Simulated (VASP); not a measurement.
# WS2 (R3m) in VASP: further runs

The runs below take WS2 through electric field gradients, single point, with LDA.

Everything below comes from runs of VASP 6.6.1. Logs are shortened: lines on timing, memory, paths and dates and some standing lists are left out, and cuts for length are marked.

## Step 1: The cell of the first run

The structure is trigonal, space group R3m (No. 160). The conventional cell has a = 3.158 Å, b = 3.158 Å, c = 18.490 Å, α = 90.00°, β = 90.00°, γ = 120.00°. W (site symmetry 3m) has 6 S at 2.39 to 2.42 Å and 6 W at 3.16 Å within 3.2 Å. S (site symmetry 3m) has 3 W at 2.39 Å and 7 S at 3.13 to 3.16 Å within 3.2 Å. Within 3.2 Å of S (site symmetry 3m) lie 3 W at 2.42 Å and 7 S at 3.13 to 3.16 Å.

## Step 2: Electric field gradients, LDA

Input file INCAR:

```
SYSTEM = WS2
PREC = Accurate
ENCUT = 520
EDIFF = 1E-8
ISMEAR = -1
SIGMA = 0.08
LREAL = .False.
LASPH = .True.
NELM = 100
ALGO = Normal
ISIF = 2
LWAVE = .False.
LCHARG = .False.
GGA = CA
LEFG = .True.
NBANDS = 20
```

Input file KPOINTS:

```
Automatic mesh
0
Gamma
  13 13 13
  0 0 0
```

Input file POSCAR:

```
WS2
1.0
    1.5790003843      0.9116362969      6.1633300000
   -1.5790003843      0.9116362969      6.1633300000
    0.0000000000     -1.8232725938      6.1633300000
W S
1 2
Direct
    0.0000000000      0.0000000000      0.0000000000
    0.7503000000      0.7503000000      0.7503000000
    0.5810000000      0.5810000000      0.5810000000
```

Potentials or basis: VASP PAW LDA potentials, release 64 (W_sv, S).

Launch:

```bash
$ cat potpaw_LDA.64/W_sv/POTCAR potpaw_LDA.64/S/POTCAR > POTCAR
$ mpirun -np 1 vasp_std > vasp.out
```

OUTCAR:

```text
SYSTEM = WS2
   PREC = Accurate
   ENCUT = 520
   EDIFF = 1E-8
   ISMEAR = -1
   LREAL = .False.
   LASPH = .True.
   NELM = 100
   ISIF = 2
   GGA = CA

 ion  position               nearest neighbor table
   1  0.000  0.000  0.000-   2 2.39   2 2.39   2 2.39   3 2.42   3 2.42   3 2.42
   2  0.750  0.750  0.750-   1 2.39   1 2.39   1 2.39
   3  0.581  0.581  0.581-   1 2.42   1 2.42   1 2.42

  LATTYP: Found a trigonal (rhomboedric) cell.
 ALAT       =     6.4273602389
 COS(alpha) =     0.8792939096

  Lattice vectors:

 A1 = (   1.5790003843,   0.9116362969,   6.1633300000)
 A2 = (  -1.5790003843,   0.9116362969,   6.1633300000)
 A3 = (   0.0000000000,  -1.8232725938,   6.1633300000)

Analysis of symmetry for initial positions (statically):
=====================================================================
 Subroutine PRICEL returns:
 Original cell was already a primitive cell.

 Routine SETGRP: Setting up the symmetry group for a
 trigonal (rhombohedral) supercell.

 Subroutine GETGRP returns: Found  6 space group operations
 (whereof  6 operations were pure point group operations)
 out of a pool of 12 trial point group operations.

The static configuration has the point symmetry C_3v.

Analysis of symmetry for dynamics (positions and initial velocities):
=====================================================================
 Subroutine PRICEL returns:
 Original cell was already a primitive cell.

 Routine SETGRP: Setting up the symmetry group for a
 trigonal (rhombohedral) supercell.

 Subroutine GETGRP returns: Found  6 space group operations
 (whereof  6 operations were pure point group operations)
 out of a pool of 12 trial point group operations.

The dynamic configuration has the point symmetry C_3v.

 Subroutine INISYM returns: Found  6 space group operations
 (whereof  6 operations are pure point group operations),
 and found     1 'primitive' translations

----------------------------------------------------------------------------------------

                                     Primitive cell

  volume of cell :      53.2317

  direct lattice vectors                    reciprocal lattice vectors
     1.579000384  0.911636297  6.163330000     0.316656034  0.182821447  0.054083318
    -1.579000384  0.911636297  6.163330000    -0.316656034  0.182821447  0.054083318
     0.000000000 -1.823272594  6.163330000     0.000000000 -0.365642893  0.054083318

  length of vectors
     6.427360239  6.427360239  6.427360239     0.369621064  0.369621064  0.369621064

  position of ions in fractional coordinates (direct lattice)
     0.000000000  0.000000000  0.000000000
     0.750300000  0.750300000  0.750300000
     0.581000000  0.581000000  0.581000000

  ion indices of the primitive-cell ions
   primitive index   ion index
                 1           1
                 2           2
                 3           3

----------------------------------------------------------------------------------------

 KPOINTS: Automatic mesh

Automatic generation of k-mesh.
 Grid dimensions read from file:
 generate k-points for:   13   13   13

 Generating k-lattice:

  Cartesian coordinates                     Fractional coordinates (reciprocal lattice)
     0.024358156  0.014063188  0.004160255     0.076923077 -0.000000000  0.000000000
    -0.024358156  0.014063188  0.004160255    -0.000000000  0.076923077  0.000000000
     0.000000000 -0.028126376  0.004160255     0.000000000  0.000000000  0.076923077

  Length of vectors
     0.028432390  0.028432390  0.028432390

  Shift w.r.t. Gamma in fractional coordinates (k-lattice)
     0.000000000  0.000000000  0.000000000

 Subroutine IBZKPT returns following result:
 ===========================================

 Found    231 irreducible k-points:

 Following reciprocal coordinates:
            Coordinates               Weight
  0.000000  0.000000  0.000000      1.000000
  0.076923  0.000000  0.000000      6.000000
  0.153846  0.000000  0.000000      6.000000
  0.230769  0.000000  0.000000      6.000000
  0.307692  0.000000  0.000000      6.000000
  0.384615  0.000000  0.000000      6.000000
[... 16 lines left out ...]
  0.384615  0.153846  0.000000     12.000000
  0.461538  0.153846  0.000000     12.000000
 [... further k-points ...]
   k-points           NKPTS =    231   k-points in BZ     NKDIM =    231   number of bands    NBANDS=     20
   number of dos      NEDOS =    301   number of ions     NIONS =      3
   total plane-waves  NPLWV = 110592
   dimension x,y,z NGX =    48 NGY =   48 NGZ =   48
   dimension x,y,z NGXF=    96 NGYF=   96 NGZF=   96
   ions per type =               1   2
   NGX,Y,Z   is equivalent  to a cutoff of  12.42, 12.42, 12.42 a.u.
   NGXF,Y,Z  is equivalent  to a cutoff of  24.83, 24.83, 24.83 a.u.
 SYSTEM =  WS2
   PREC   = accura    normal or accurate (medium, high low for compatibility)
   ISTART =      0    job   : 0-new  1-cont  2-samecut
   ICHARG =      2    charge: 1-file 2-atom 10-const
   ISPIN  =      1    spin polarized calculation?
   LNONCOLLINEAR =      F non collinear calculations
   LSORBIT =      F    spin-orbit coupling
   LASPH  =      T    aspherical Exc in radial PAW
   ENCUT  =  520.0 eV  38.22 Ry    6.18 a.u.  11.95 11.95 11.95*2*pi/ulx,y,z
   NELM   =    100;   NELMIN=  2; NELMDL= -5     # of ELM steps
   EDIFF  = 0.1E-07   stopping-criterion for ELM
   LREAL  =      F    real-space projection
   EDIFFG = 0.1E-06   stopping-criterion for IOM
   NSW    =      0    number of steps for IOM
   IBRION =     -1    ionic relax: 0-MD 1-quasi-New 2-CG
   NFREE  =      0    steps in history (QN), initial steepest desc. (CG)
   ISIF   =      2    stress and relaxation
   ISYM   =      2    0-nonsym 1-usesym 2-fastsym
   POTIM  = 0.5000    time-step for ionic-motion
   TEBEG  =    0.0;   TEEND  =   0.0 temperature during run
   PSTRESS=    0.0 pullay stress
   NELECT =      26.0000    total number of electrons
   NUPDOWN=      -1.0000    fix difference up-down
   EMIN   =  10.00;   EMAX   =-10.00  energy-range for DOS
   EFERMI =   0.00;   METHOD = LEGACY
   ISMEAR =    -1;   SIGMA  =   0.08  broadening in eV -4-tet -1-fermi 0-gaus
   EFERMI_NEDOS =   21; number of points for ismear=-14 and -15
   IALGO  =     38    algorithm
   IMIX   =      4    mixing-type and parameters
     AMIX     =   0.40;   BMIX     =  1.00
     AMIX_MAG =   1.60;   BMIX_MAG =  1.00
  volume/ion in A,a.u.               =      17.74       119.74
  Fermi-wavevector in a.u.,A,eV,Ry     =   1.289266  2.436359 22.615688  1.662206
  Thomas-Fermi vector in A             =   2.421169
   LORBIT       =      0    0 simple, 1 ext, 2 COOP (PROOUT), +10 PAW based schemes
   GGA     = CA    functional components
   LHFCALC =     F    Hartree Fock is set to
   AEXX    =    0.0000 exact exchange contribution
   IVDW    =     0    specifies the selected vdW correction
   LEPSILON=     F    determine dielectric tensor
   LRPA    =     F    only Hartree local field effects (RPA)
 non-spin polarized calculation
  energy-cutoff  :      520.00
  volume of cell :       53.23
 maximum number of plane-waves:      1449
   NGX = 23   NGY = 23   NGZ = 23

 number of electron      26.0000001 magnetization

 Free energy of the ion-electron system (eV)
  ---------------------------------------------------
  ext. energy  EPLUGINS =         0.00000000
  ---------------------------------------------------
  free energy    TOTEN  =       -26.24153148 eV

  energy without entropy =      -26.24149458  energy(sigma->0) =      -26.24151303

 E-fermi :   7.7565     XC(G=0): -11.2375

 val. band max:        7.3419976716   @ k =   0.4615   0.4615   0.4615
 cond. band min:       8.3427945678   @ k =  -0.1538   0.1538   0.0000
 fundamental gap:      1.0007968961
 Fermi energy:         7.7565348402

 k-point     1 :       0.0000    0.0000    0.0000
  band No.  band energies     occupation
      1     -66.8454      2.00000
      2     -31.3772      2.00000
      3     -31.1881      2.00000
      4     -31.1881      2.00000
      5      -8.2335      2.00000
      6      -6.2178      2.00000
[... 12 lines left out ...]
     19      15.1052      0.00000
     20      15.7031      0.00000

 k-point     2 :       0.0769    0.0000    0.0000
  band No.  band energies     occupation
      1     -66.8443      2.00000
      2     -31.3733      2.00000
      3     -31.2099      2.00000
      4     -31.1932      2.00000
      5      -8.1306      2.00000
      6      -6.1890      2.00000
[... 12 lines left out ...]
     19      15.5074      0.00000
     20      15.7915      0.00000

 k-point     3 :       0.1538    0.0000    0.0000
  band No.  band energies     occupation
      1     -66.8412      2.00000
      2     -31.3624      2.00000
      3     -31.2698      2.00000
      4     -31.2071      2.00000
      5      -7.8342      2.00000
      6      -6.1058      2.00000
[... 12 lines left out ...]
     19      15.7271      0.00000
     20      16.3190      0.00000

 k-point     4 :       0.2308    0.0000    0.0000
  band No.  band energies     occupation
      1     -66.8368      2.00000
      2     -31.3534      2.00000
      3     -31.3468      2.00000
      4     -31.2267      2.00000
      5      -7.3826      2.00000
      6      -5.9793      2.00000
[... 12 lines left out ...]
     19      15.6240      0.00000
     20      16.1676      0.00000

 k-point     5 :       0.3077    0.0000    0.0000
  band No.  band energies     occupation
      1     -66.8322      2.00000
      2     -31.4406      2.00000
      3     -31.3306      2.00000
      4     -31.2474      2.00000
      5      -6.8437      2.00000
      6      -5.8314      2.00000
[... 12 lines left out ...]
     19      14.9299      0.00000
     20      15.3241      0.00000
[... 353 lines left out ...]
      6      -6.0652      2.00000
[... 12 lines left out ...]
     19      15.7749      0.00000
     20      16.0909      0.00000

 k-point    22 :       0.3077    0.1538    0.0000
  band No.  band energies     occupation
      1     -66.8346      2.00000
      2     -31.3827      2.00000
      3     -31.3391      2.00000
      4     -31.2501      2.00000
      5      -7.1072      2.00000
      6      -5.9478      2.00000
[... 12 lines left out ...]
     19      15.5766      0.00000
     20      16.1764      0.00000

 k-point    23 :       0.3846    0.1538    0.0000
  band No.  band energies     occupation
      1     -66.8305      2.00000
      2     -31.4470      2.00000
      3     -31.3246      2.00000
      4     -31.2814      2.00000
      5      -6.6035      2.00000
      6      -5.8006      2.00000
[... 12 lines left out ...]
     19      15.2887      0.00000
     20      15.7803      0.00000

 k-point    24 :       0.4615    0.1538    0.0000
  band No.  band energies     occupation
      1     -66.8271      2.00000
      2     -31.4988      2.00000
      3     -31.3126      2.00000
      4     -31.3082      2.00000
      5      -6.1326      2.00000
      6      -5.6565      2.00000
[... 12 lines left out ...]
     19      15.0522      0.00000
     20      15.6314      0.00000

 [... further k-points ...]

------------------------ aborting loop because EDIFF is reached ----------------------------------------

  FORCE on cell =-STRESS in cart. coord.  units (eV):
  Direction    XX          YY          ZZ          XY          YZ          ZX
  --------------------------------------------------------------------------------------
  -------------------------------------------------------------------------------------
  Total       -1.1404134     -1.1404134     -0.9818438      0.0000000      0.0000000     -0.0000000
  in kB      -34.3243555    -34.3243555    -29.5516988      0.0000000      0.0000000     -0.0000000
  external PRESSURE =     -32.7334700 kB  Pullay stress =       0.0000000 kB

 VOLUME and BASIS-vectors are now :
 -----------------------------------------------------------------------------
  energy-cutoff  :      520.00
  volume of cell :       53.23
      direct lattice vectors                 reciprocal lattice vectors
     1.579000384  0.911636297  6.163330000     0.316656034  0.182821447  0.054083318
    -1.579000384  0.911636297  6.163330000    -0.316656034  0.182821447  0.054083318
     0.000000000 -1.823272594  6.163330000     0.000000000 -0.365642893  0.054083318

 POSITION                                       TOTAL-FORCE (eV/Angst)
 -----------------------------------------------------------------------------------
      0.00000      0.00000      0.00000         0.000000      0.000000     -0.587316
      0.00000      0.00000     13.87304         0.000000     -0.000000      0.067214
      0.00000      0.00000     10.74268         0.000000      0.000000      0.520102
 -----------------------------------------------------------------------------------
    total drift:                                0.000000      0.000000      0.000015

  FREE ENERGIE OF THE ION-ELECTRON SYSTEM (eV)
  ---------------------------------------------------
  free  energy   TOTEN  =       -26.2415314796 eV

  energy  without entropy=      -26.2414945846  energy(sigma->0) =      -26.24151303

 Electric field gradients (V/A^2)
---------------------------------------------------------------------
 ion       V_xx      V_yy      V_zz      V_xy      V_xz      V_yz
---------------------------------------------------------------------
   1      79.438    79.438  -158.876     0.000     0.000    -0.000
   2      24.951    24.951   -49.901    -0.000     0.000    -0.000
   3      21.058    21.058   -42.116    -0.000     0.000     0.000
---------------------------------------------------------------------

 Electric field gradients after diagonalization (V/A^2)
 (convention: |V_zz| > |V_xx| > |V_yy|)
----------------------------------------------------------------------
 ion       V_xx      V_yy      V_zz     asymmetry (V_yy - V_xx)/ V_zz
----------------------------------------------------------------------
   1      79.438    79.438  -158.876       0.000
   2      24.951    24.951   -49.901       0.000
   3      21.058    21.058   -42.116       0.000
----------------------------------------------------------------------

           NMR quadrupolar parameters

 Cq : quadrupolar parameter    Cq=e*Q*V_zz/h
 eta: asymmetry parameters     (V_yy - V_xx)/ V_zz
 Q  : nuclear electric quadrupole moment in mb (millibarn)
----------------------------------------------------------------------
 ion       Cq(MHz)       eta       Q (mb)
----------------------------------------------------------------------
   1      -0.384       0.000       1.000
   2      -0.121       0.000       1.000
   3      -0.102       0.000       1.000
----------------------------------------------------------------------
```

Run time: 8.5 min. Hardware: 1 thread of Intel Xeon Platinum 8488C (Sapphire Rapids), shared host; peak memory 0.42 GiB.

Results:

| Item | Value |
| --- | --- |
| Free energy | -26.2415 eV |
| Pressure | -3.3 GPa |
| Largest force | 0.587 eV/Å |
| Band gap on the k mesh | 1.00 eV (least direct gap 2.10 eV) |
| Largest electric field gradient by atom | W -158.9; S -49.9, -42.1 V/Å² |

Forces on the atoms (eV/Å):
```
W    0.000  0.000 -0.587
S    0.000  0.000  0.067
S    0.000  0.000  0.520
```

Levels at points of the mesh, in eV from the valence-band top:
```csv
k point,band 11,band 12,band 13,band 14,band 15,band 16
"(0.00, 0.00, 0.00)",-2.29,-1.54,-1.24,2.18,2.18,2.54
```

Electric field gradients, principal values (V/Å²):
| atom | least | middle | greatest (by size) |
| --- | --- | --- | --- |
| 1 W | 79.438 | 79.438 | -158.876 |
| 2 S | 24.951 | 24.951 | -49.901 |
| 3 S | 21.058 | 21.058 | -42.116 |

Caveat: the cell stands under tension; without QUAD_EFG the Cq values of the log hold for a quadrupole moment of 1 mb, not for the nuclei; spin-orbit coupling is left out, which moves the levels of the heavy elements. A k mesh can miss the band edges.

(Part 1 of 2 ends here.)
